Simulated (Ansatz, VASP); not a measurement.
**Two plane-wave programs on Ti**

The input INCAR:

```
SYSTEM = Ti
ALGO     = Normal         ! electronic algorithm
EDIFF    = 1E-6           ! SCF threshold, eV
ENCUT    = 500            ! plane-wave cutoff, eV
GGA      = PE             ! functional
GGA_COMPAT= .FALSE.      
ISIF     = 2              ! what is computed and relaxed
ISMEAR   = -1             ! smearing method
LASPH    = .TRUE.         ! aspherical terms in the spheres
LCHARG   = .FALSE.        ! write CHGCAR
LREAL    = .FALSE.        ! projectors in reciprocal space
LWAVE    = .FALSE.        ! write WAVECAR
NBANDS   = 12             ! bands
NELM     = 120            ! most SCF steps
PREC     = Accurate       ! precision mode
SIGMA    = 0.05           ! smearing width, eV
```

Contents of KPOINTS:

```
k-points
0
G
  6 6 6
  0 0 0
```

POSCAR

```
Ti
1.0
   -1.6532500000      1.6532500000      1.6532500000
    1.6532500000     -1.6532500000      1.6532500000
    1.6532500000      1.6532500000     -1.6532500000
Ti
1
Direct
    0.0000000000      0.0000000000      0.0000000000
```

Input for Ansatz:

```yaml
crystal:
  lattice:
    - [-1.65325, 1.65325, 1.65325]
    - [1.65325, -1.65325, 1.65325]
    - [1.65325, 1.65325, -1.65325]
  atoms:
    - { symbol: Ti, position: [0.0, 0.0, 0.0] }
hamiltonian:
  xc: pbe
  pseudopotentials: { kind: paw }
basis:
  ecutwfc: 420
kpoints:
  mp_grid: { grid: [6, 6, 6] }
scf:
  occupations: { method: fermi_dirac, width: 0.05 }
  lower_state_search: "off"
  max_iter: 80
output:
  forces: true
  stress: true
```

Alike in both runs: task single point; functional PBE; k mesh 6 × 6 × 6; occupations fermi-dirac, width 0.05 eV; no spin polarisation.

|  | VASP | Ansatz |
| --- | --- | --- |
| version | VASP 6.6.1 | Ansatz 0.2.0 |
| potentials or method | VASP PAW PBE potentials, release 64 (Ti_sv), cutoff 500 eV | PAW, plane waves, scalar-relativistic |
| valence electrons in the cell | 12 | 12 |

|  | VASP | Ansatz | Ansatz less VASP |
| --- | --- | --- | --- |
| pressure (GPa) | -4.6 | -4.3 | +0.24 |

The k mesh is coarse, so the values compare programs but aren't converged.
